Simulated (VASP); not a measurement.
Set up this calculation in VASP 6.6.1, as the native input.

```yaml
Task: single point
Functional: r2SCAN
Potentials_or_basis: VASP PAW PBE potentials, release 64 (K_sv, F)
Cutoff: 520 eV
k_mesh: 8 × 8 × 8
Occupations: gaussian, width 0.01 eV
Spin: no spin polarisation
Dipole_correction: no
Further_INCAR_settings: ALGO = Normal; EDIFF = 1e-06; NBANDS = 15
```

The system is KF.

```
K F
1.0
    -0.00886    2.65010    2.65010
     2.65010   -0.00886    2.65010
     2.65010    2.65010   -0.00886
K F
1 1
Direct
  0.00000 0.00000 0.00000
  0.50000 0.50000 0.50000
```

This cell differs from its parent crystal: strain along [111] -0.5%.

The input as run:

POSCAR

```
KF
1.0
   -0.0088632019      2.6500973535      2.6500973535
    2.6500973535     -0.0088632019      2.6500973535
    2.6500973535      2.6500973535     -0.0088632019
K F
1 1
Direct
    0.0000000000      0.0000000000      0.0000000000
    0.5000000000      0.5000000000      0.5000000000
```

INCAR.step1

```
  PREC = Accurate
  ENCUT = 520
  ISMEAR = 0
  SIGMA = 0.01
  LREAL = False
  LASPH = True
  NELM = 60
  NBANDS = 15
  GGA = PE
  ALGO = Normal
  EDIFF = 1E-4
  LWAVE = True
  LCHARG = False
```

INCAR.step2

```
  PREC = Accurate
  ENCUT = 520
  EDIFF = 1E-6
  ISMEAR = 0
  SIGMA = 0.01
  LREAL = False
  LASPH = True
  NELM = 60
  ALGO = Normal
  ISIF = 2
  LWAVE = False
  LCHARG = True
  METAGGA = R2SCAN
  LMIXTAU = True
  LELF = True
  LVHAR = True
  NBANDS = 15
  ISTART = 1
```

KPOINTS

```
regular mesh
0
Gamma
  8 8 8
```

Potentials or basis: VASP PAW PBE potentials, release 64 (K_sv, F).

Launch:

```sh
$ cat potpaw_PBE.64/K_sv/POTCAR potpaw_PBE.64/F/POTCAR > POTCAR
$ cp INCAR.step1 INCAR
$ mpirun -np 1 vasp_std > vasp.out
$ cp INCAR.step2 INCAR
$ mpirun -np 1 vasp_std > vasp.out
```

Results of the run:

```json
{
 "Pressure": "0.2 GPa",
 "Band gap on the k mesh": "6.93 eV, direct"
}
```

Caveat: the cell differs from its parent crystal (strain along [111] -0.5%); the PAW data sets were made with another functional, which shifts forces and pressure a little.

Run time: 110 s on 1 thread of AMD EPYC 7R13 Processor (Zen 3) (shared host), peak memory 0.15 GiB.
